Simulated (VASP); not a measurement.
Input of a VASP 6.6.1 run:

Contents of INCAR:

```
PREC = Accurate
ENCUT = 600
EDIFF = 1E-7
ISMEAR = -1
SIGMA = 0.1
LREAL = F
LASPH = T
NELM = 80
ALGO = Normal
ISIF = 3
LWAVE = F
LCHARG = F
GGA = PS
IBRION = 2
NSW = 80
EDIFFG = -0.01
PSTRESS = 200.0
```

The input KPOINTS:

```
Automatic mesh
0
Gamma
  12 12 12
```

Contents of POSCAR:

```
Na
1.0
    3.5100000000      0.0000000000      0.0000000000
    0.0000000000      3.5100000000      0.0000000000
    0.0000000000      0.0000000000      3.5100000000
Na
1
Direct
    0.0000000000      0.0000000000      0.0000000000
```

Potentials or basis: VASP PAW PBE potentials, release 64 (Na_pv).

Command:

```sh
$ cat potpaw_PBE.64/Na_pv/POTCAR > POTCAR
$ mpirun -np 1 vasp_std > vasp.out
```

(1) What does it give for the space group after relaxing (to 0.1 Å)?

(2) What does it give for the relaxed volume?

(3) Estimate the band gap on the k mesh.

(4) What does it give for the relaxed cell?

## Answers

(1) Pm-3m (No. 221).

(2) 18.12 Å³/atom.

(3) zero (an odd number of electrons rules out a gap without spin polarisation).

(4) a = 2.627 Å, b = 2.627 Å, c = 2.627 Å, α = 90.00°, β = 90.00°, γ = 90.00°.

Caveat: the cell is relaxed towards a set pressure, so the run minimises the enthalpy, not the energy; the volume moved by over 15 % at a fixed basis, so the end points are rough; the PAW data sets were made with another functional, which shifts forces and pressure a little.
